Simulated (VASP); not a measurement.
# KF (Fm-3m) in VASP: a series of runs, part 2 of 2

VASP 6.6.1.

### Step 3. Single point, PBE

INCAR reads:

```
SYSTEM = KF
ALGO = Normal
EDIFF = 1E-6
ENCUT = 600
GGA = PE
GGA_COMPAT = .False.
ISIF = 2
ISMEAR = 0
LASPH = .True.
LCHARG = .True.
LELF = .True.
LREAL = .False.
LVHAR = .True.
LWAVE = .False.
NBANDS = 15
NELM = 120
PREC = Accurate
SIGMA = 0.1
```

KPOINTS reads:

```
k-points
0
Gamma
  6 6 6
  0 0 0
```

POSCAR reads:

```
KF
1.0
    0.0000000000      2.6896053000      2.6896053000
    2.6896053000      0.0000000000      2.6896053000
    2.6896053000      2.6896053000      0.0000000000
K F
1 1
Direct
    0.0000000000      0.0000000000      0.0000000000
    0.5000000000      0.5000000000      0.5000000000
```

Potentials or basis: VASP PAW PBE potentials, release 64 (K_sv, F).

On the command line:

```
> cat potpaw_PBE.64/K_sv/POTCAR potpaw_PBE.64/F/POTCAR > POTCAR
> mpirun -np 1 vasp_std > vasp.out
```

OUTCAR:

```text
SYSTEM = KF
   EDIFF = 1E-6
   ENCUT = 600
   GGA = PE
   ISIF = 2
   ISMEAR = 0
   LASPH = .True.
   LREAL = .False.
   NELM = 120
   PREC = Accurate

 ion  position               nearest neighbor table
   1  0.000  0.000  0.000-   2 2.69   2 2.69   2 2.69   2 2.69   2 2.69   2 2.69
   2  0.500  0.500  0.500-   1 2.69   1 2.69   1 2.69   1 2.69   1 2.69   1 2.69

  LATTYP: Found a face centered cubic cell.
 ALAT       =     5.3792106000

  Lattice vectors:

 A1 = (   0.0000000000,   2.6896053000,   2.6896053000)
 A2 = (   2.6896053000,   0.0000000000,   2.6896053000)
 A3 = (   2.6896053000,   2.6896053000,   0.0000000000)

Analysis of symmetry for initial positions (statically):
=====================================================================
 Subroutine PRICEL returns:
 Original cell was already a primitive cell.

 Routine SETGRP: Setting up the symmetry group for a
 face centered cubic supercell.

 Subroutine GETGRP returns: Found 48 space group operations
 (whereof 48 operations were pure point group operations)
 out of a pool of 48 trial point group operations.

The static configuration has the point symmetry O_h .

Analysis of symmetry for dynamics (positions and initial velocities):
=====================================================================
 Subroutine PRICEL returns:
 Original cell was already a primitive cell.

 Routine SETGRP: Setting up the symmetry group for a
 face centered cubic supercell.

 Subroutine GETGRP returns: Found 48 space group operations
 (whereof 48 operations were pure point group operations)
 out of a pool of 48 trial point group operations.

The dynamic configuration has the point symmetry O_h .

 Subroutine INISYM returns: Found 48 space group operations
 (whereof 48 operations are pure point group operations),
 and found     1 'primitive' translations

----------------------------------------------------------------------------------------

                                     Primitive cell

  volume of cell :      38.9131

  direct lattice vectors                    reciprocal lattice vectors
     0.000000000  2.689605300  2.689605300    -0.185900883  0.185900883  0.185900883
     2.689605300  0.000000000  2.689605300     0.185900883 -0.185900883  0.185900883
     2.689605300  2.689605300  0.000000000     0.185900883  0.185900883 -0.185900883

  length of vectors
     3.803676293  3.803676293  3.803676293     0.321989774  0.321989774  0.321989774

  position of ions in fractional coordinates (direct lattice)
     0.000000000  0.000000000  0.000000000
     0.500000000  0.500000000  0.500000000

  ion indices of the primitive-cell ions
   primitive index   ion index
                 1           1
                 2           2

----------------------------------------------------------------------------------------

 KPOINTS: k-points

Automatic generation of k-mesh.
 Grid dimensions read from file:
 generate k-points for:    6    6    6
[... 22 lines left out ...]
  0.166667  0.000000  0.000000      8.000000
  0.333333  0.000000  0.000000      8.000000
  0.500000  0.000000  0.000000      4.000000
  0.166667  0.166667  0.000000      6.000000
  0.333333  0.166667  0.000000     24.000000
[... 8 lines left out ...]
 -0.333333  0.333333  0.166667     24.000000
 -0.333333  0.500000  0.166667     12.000000
   k-points           NKPTS =     16   k-points in BZ     NKDIM =     16   number of bands    NBANDS=     15
   number of dos      NEDOS =    301   number of ions     NIONS =      2
   total plane-waves  NPLWV =  27000
   dimension x,y,z NGX =    30 NGY =   30 NGZ =   30
   dimension x,y,z NGXF=    60 NGYF=   60 NGZF=   60
   ions per type =               1   1
   NGX,Y,Z   is equivalent  to a cutoff of  13.11, 13.11, 13.11 a.u.
   NGXF,Y,Z  is equivalent  to a cutoff of  26.22, 26.22, 26.22 a.u.
 SYSTEM =  KF
   PREC   = accura    normal or accurate (medium, high low for compatibility)
   ISTART =      0    job   : 0-new  1-cont  2-samecut
   ICHARG =      2    charge: 1-file 2-atom 10-const
   ISPIN  =      1    spin polarized calculation?
   LNONCOLLINEAR =      F non collinear calculations
   LSORBIT =      F    spin-orbit coupling
   LASPH  =      T    aspherical Exc in radial PAW
   ENCUT  =  600.0 eV  44.10 Ry    6.64 a.u.   7.60  7.60  7.60*2*pi/ulx,y,z
   NELM   =    120;   NELMIN=  2; NELMDL= -5     # of ELM steps
   EDIFF  = 0.1E-05   stopping-criterion for ELM
   LREAL  =      F    real-space projection
   EDIFFG = 0.1E-04   stopping-criterion for IOM
   NSW    =      0    number of steps for IOM
   IBRION =     -1    ionic relax: 0-MD 1-quasi-New 2-CG
   NFREE  =      0    steps in history (QN), initial steepest desc. (CG)
   ISIF   =      2    stress and relaxation
   ISYM   =      2    0-nonsym 1-usesym 2-fastsym
   POTIM  = 0.5000    time-step for ionic-motion
   TEBEG  =    0.0;   TEEND  =   0.0 temperature during run
   PSTRESS=    0.0 pullay stress
   NELECT =      16.0000    total number of electrons
   NUPDOWN=      -1.0000    fix difference up-down
   EMIN   =  10.00;   EMAX   =-10.00  energy-range for DOS
   EFERMI =   0.00;   METHOD = LEGACY
   ISMEAR =     0;   SIGMA  =   0.10  broadening in eV -4-tet -1-fermi 0-gaus
   EFERMI_NEDOS =   21; number of points for ismear=-14 and -15
   IALGO  =     38    algorithm
   IMIX   =      4    mixing-type and parameters
     AMIX     =   0.40;   BMIX     =  1.00
     AMIX_MAG =   1.60;   BMIX_MAG =  1.00
  volume/ion in A,a.u.               =      19.46       131.30
  Fermi-wavevector in a.u.,A,eV,Ry     =   1.217352  2.300462 20.163107  1.481947
  Thomas-Fermi vector in A             =   2.352676
   LORBIT       =      0    0 simple, 1 ext, 2 COOP (PROOUT), +10 PAW based schemes
   GGA     = PE    functional components
   LHFCALC =     F    Hartree Fock is set to
   AEXX    =    0.0000 exact exchange contribution
   IVDW    =     0    specifies the selected vdW correction
   LEPSILON=     F    determine dielectric tensor
   LRPA    =     F    only Hartree local field effects (RPA)
 non-spin polarized calculation
 Gauss-broadening in eV      SIGMA  =   0.10
  energy-cutoff  :      600.00
  volume of cell :       38.91
 maximum number of plane-waves:      1315
   NGX = 15   NGY = 15   NGZ = 15

 number of electron      15.9999992 magnetization

 Free energy of the ion-electron system (eV)
  ---------------------------------------------------
  ext. energy  EPLUGINS =         0.00000000
  ---------------------------------------------------
  free energy    TOTEN  =        -8.29800177 eV

  energy without entropy =       -8.29800177  energy(sigma->0) =       -8.29800177

 E-fermi :  -2.3404     XC(G=0):  -8.3139

 val. band max:       -2.8586697465   @ k =   0.0000   0.0000   0.0000
 cond. band min:       3.2058078277   @ k =   0.0000   0.0000   0.0000
 fundamental gap:      6.0644775741
 Fermi energy:        -2.3404392348

 k-point     1 :       0.0000    0.0000    0.0000
  band No.  band energies     occupation
      1     -29.0500      2.00000
      2     -21.5051      2.00000
      3     -12.3150      2.00000
      4     -12.3150      2.00000
      5     -12.3150      2.00000
      6      -2.8587      2.00000
      7      -2.8587      2.00000
      8      -2.8587      2.00000
      9       3.2058      0.00000
     10       7.7667      0.00000
     11       7.7667      0.00000
     12       7.7667      0.00000
     13       9.4123      0.00000
     14       9.4123      0.00000
[... 257 lines left out ...]
      2     -21.5337      2.00000
      3     -12.7575      2.00000
      4     -12.5952      2.00000
      5     -12.4283      2.00000
      6      -3.1673      2.00000
      7      -3.0605      2.00000
      8      -2.9826      2.00000
      9       6.0437      0.00000
     10       7.6633      0.00000
     11       7.9706      0.00000
     12      10.5345      0.00000
     13      11.2539      0.00000
     14      11.9990      0.00000
     15      12.2952      0.00000

------------------------ aborting loop because EDIFF is reached ----------------------------------------

  FORCE on cell =-STRESS in cart. coord.  units (eV):
  Direction    XX          YY          ZZ          XY          YZ          ZX
  --------------------------------------------------------------------------------------
  -------------------------------------------------------------------------------------
  Total        0.1702228      0.1702228      0.1702228      0.0000000      0.0000000     -0.0000000
  in kB        7.0086216      7.0086216      7.0086216      0.0000000      0.0000000     -0.0000000
  external PRESSURE =       7.0086216 kB  Pullay stress =       0.0000000 kB

 VOLUME and BASIS-vectors are now :
 -----------------------------------------------------------------------------
  energy-cutoff  :      600.00
  volume of cell :       38.91
      direct lattice vectors                 reciprocal lattice vectors
     0.000000000  2.689605300  2.689605300    -0.185900883  0.185900883  0.185900883
     2.689605300  0.000000000  2.689605300     0.185900883 -0.185900883  0.185900883
     2.689605300  2.689605300  0.000000000     0.185900883  0.185900883 -0.185900883

 POSITION                                       TOTAL-FORCE (eV/Angst)
 -----------------------------------------------------------------------------------
      0.00000      0.00000      0.00000         0.000000     -0.000000      0.000000
      2.68961      2.68961      2.68961        -0.000000      0.000000     -0.000000
 -----------------------------------------------------------------------------------
    total drift:                                0.000000      0.000000      0.000000

  FREE ENERGIE OF THE ION-ELECTRON SYSTEM (eV)
  ---------------------------------------------------
  free  energy   TOTEN  =        -8.2980017736 eV

  energy  without entropy=       -8.2980017736  energy(sigma->0) =       -8.29800177
```

stdout:

```text
POSCAR found type information on POSCAR K F
 POSCAR found :  2 types and       2 ions
 scaLAPACK will be used
 LDA part: xc-table for (Slater+PW92), standard interpolation
 POSCAR, INCAR and KPOINTS ok, starting setup
 FFT: planning ... GRIDC
 FFT: planning ... GRID_SOFT
 FFT: planning ... GRID
 WAVECAR not read
 entering main loop
```

Run time: 6 s. Hardware: 1 thread of Intel Xeon 6975P-C (Granite Rapids), shared host; peak memory 0.16 GiB.

What came out:

- Free energy: -8.2980 eV
- Pressure: 0.7 GPa
- Band gap on the k mesh: 6.06 eV

Levels at points of the mesh, in eV from the valence-band top:
```
           k point  band 5  band 6  band 7  band 8  band 9  band 10  band 11  band 12
(0.00, 0.00, 0.00)   -9.46    0.00    0.00    0.00    6.06    10.63    10.63    10.63
(0.50, 0.00, 0.00)   -9.49   -0.77   -0.33   -0.33    8.99    10.46    11.98    11.98
(0.50, 0.50, 0.00)   -9.65   -0.22   -0.06   -0.06    8.18    10.19    11.65    13.51
```

### Step 4. Single point, PBE

This run uses another cell than the first one, of 19.11 Å³/atom.

INCAR reads:

```
PREC = Accurate
ENCUT = 600
EDIFF = 1E-6
ISMEAR = 0
SIGMA = 0.1
LREAL = F
LASPH = T
NELM = 120
ALGO = Normal
ISIF = 2
LWAVE = F
LCHARG = T
GGA = PE
LELF = T
LVHAR = T
NBANDS = 15
GGA_COMPAT = F
```

KPOINTS reads:

```
Automatic mesh
0
Gamma
  6 6 6
```

POSCAR reads:

```
KF
1.0
    0.0000000000      2.6735000600      2.6735000600
    2.6735000600      0.0000000000      2.6735000600
    2.6735000600      2.6735000600      0.0000000000
K F
1 1
Direct
    0.0000000000      0.0000000000      0.0000000000
    0.5000000000      0.5000000000      0.5000000000
```

On the command line:

```
> cat potpaw_PBE.64/K_sv/POTCAR potpaw_PBE.64/F/POTCAR > POTCAR
> mpirun -np 1 vasp_std > vasp.out
```

Wall time 6 s (1 thread of Intel Xeon 6975P-C (Granite Rapids), shared host); peak memory 0.17 GiB.

It converged, with:

| Quantity | Value |
| --- | --- |
| Free energy | -8.2927 eV |
| Pressure | 1.3 GPa |
| Band gap on the k mesh | 6.16 eV |

Levels at points of the mesh, in eV from the valence-band top:
```csv
k point,band 5,band 6,band 7,band 8,band 9,band 10,band 11,band 12
"(0.00, 0.00, 0.00)",-9.39,0.00,0.00,0.00,6.16,10.68,10.68,10.68
"(0.50, 0.00, 0.00)",-9.43,-0.79,-0.35,-0.35,9.06,10.59,12.06,12.06
"(0.50, 0.50, 0.00)",-9.60,-0.21,-0.06,-0.06,8.20,10.29,11.80,13.60
```

PBE gaps usually lie below the measured ones, often by a third to a half.

### Step 5. Overview

```csv
task,cell,k mesh,smearing,gap on the mesh (eV),pressure (GPa)
relaxation of cell and atoms,"relaxed from a = 3.804 Å, angles 60.0°, 2 atoms",5 × 5 × 5,gaussian 0.15 eV,6.00,0.3
single point,"a = 3.804 Å, angles 60.0°, 2 atoms",6 × 6 × 6,gaussian 0.1 eV,6.06,0.7
single point,"a = 3.781 Å, angles 60.0°, 2 atoms",6 × 6 × 6,gaussian 0.1 eV,6.16,1.3
```

Alike in all rows: level PBE; potentials or basis VASP PAW PBE potentials, release 64 (K_sv, F); no spin polarisation; cutoff (eV) 600.

Absolute energies hang on the potentials; compare differences alone.
